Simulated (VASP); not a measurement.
Ga2PdS2, 10 atoms in the cell. The structure is tetragonal, space group P4/mbm (No. 127). The conventional cell has a = 7.073 Å, b = 7.073 Å, c = 3.670 Å, α = 90.00°, β = 90.00°, γ = 90.00°. Ga (site symmetry m2m) has 6 S at 2.34 to 3.20 Å and 1 Ga at 2.53 Å and 2 Pd at 2.79 Å within 3.2 Å. Within 3.7 Å of Pd (site symmetry 4/m) lie 4 Ga at 2.79 Å and 8 S at 3.11 Å and 2 Pd at 3.67 Å. Within 3.2 Å of S (site symmetry m2m) lie 6 Ga at 2.34 to 3.20 Å and 4 Pd at 3.11 Å. The cell was built from a structure type or drawn by symmetry, and may not be a known phase.

* Program: VASP 6.6.1
* Task: single point
* Functional: PBE
* Potentials or basis: VASP PAW PBE potentials, release 64 (Ga_d, Pd, S)
* Cutoff: 520 eV
* k mesh: 2 × 2 × 3
* Occupations: gaussian, width 0.15 eV
* Spin: no spin polarisation
* Dipole correction: no
* Further INCAR settings: ALGO = Normal; EDIFF = 1e-07; NBANDS = 59

Potentials or basis: VASP PAW PBE potentials, release 64 (Ga_d, Pd, S).

Command:

```sh
$ cat potpaw_PBE.64/Ga_d/POTCAR potpaw_PBE.64/Pd/POTCAR potpaw_PBE.64/S/POTCAR > POTCAR
$ mpirun -np 1 vasp_std > vasp.out
```

Hardware: 1 thread of Intel(R) Xeon(R) Platinum 8488C (Sapphire Rapids), with other jobs on the host.

**Question.** How long does it take, and how much memory?

**Answer.** It took 86 s on 1 thread of Intel(R) Xeon(R) Platinum 8488C (Sapphire Rapids), with other jobs on the host, peak memory 0.29 GiB. Counts: scf iterations 17, k points 6.
